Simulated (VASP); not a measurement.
A run of VASP 6.6.1 is set up as follows.

INCAR

```
ALGO = Normal
EDIFF = 1E-7
ENCUT = 520
GGA = PS
ISIF = 2
ISMEAR = 0
LASPH = T
LCHARG = T
LELF = T
LREAL = F
LVHAR = T
LWAVE = F
NBANDS = 22
NELM = 100
PREC = Accurate
SIGMA = 0.05
```

The input KPOINTS:

```
k-points
0
Gamma
  4 4 2
```

POSCAR

```
F
1.0
    2.9484629692     -1.6945827202     -0.2274109001
    2.9484629692      1.6945827202     -0.2274109001
   -2.2170189184      0.0000000000      6.7863396219
F
4
Direct
    0.0848459664      0.0848459664      0.0940038325
    0.9151540336      0.9151540336      0.9059961675
    0.5015719855      0.5015719855      0.5937195244
    0.4984280145      0.4984280145      0.4062804756
```

Potentials or basis: VASP PAW PBE potentials, release 64 (F).

Run with:

```bash
$ cat potpaw_PBE.64/F/POTCAR > POTCAR
$ mpirun -np 1 vasp_std > vasp.out
```

(1) Predict the pressure.

(2) Estimate the largest force.

(3) Estimate the band gap on the k mesh.

## Answers

(1) 8.0 GPa.

(2) 3.781 eV/Å.

(3) 3.80 eV, indirect (least direct gap 3.93 eV).

Caveat: the k points lie up to 0.55 Å⁻¹ apart; the PAW data sets were made with another functional, which shifts forces and pressure a little.
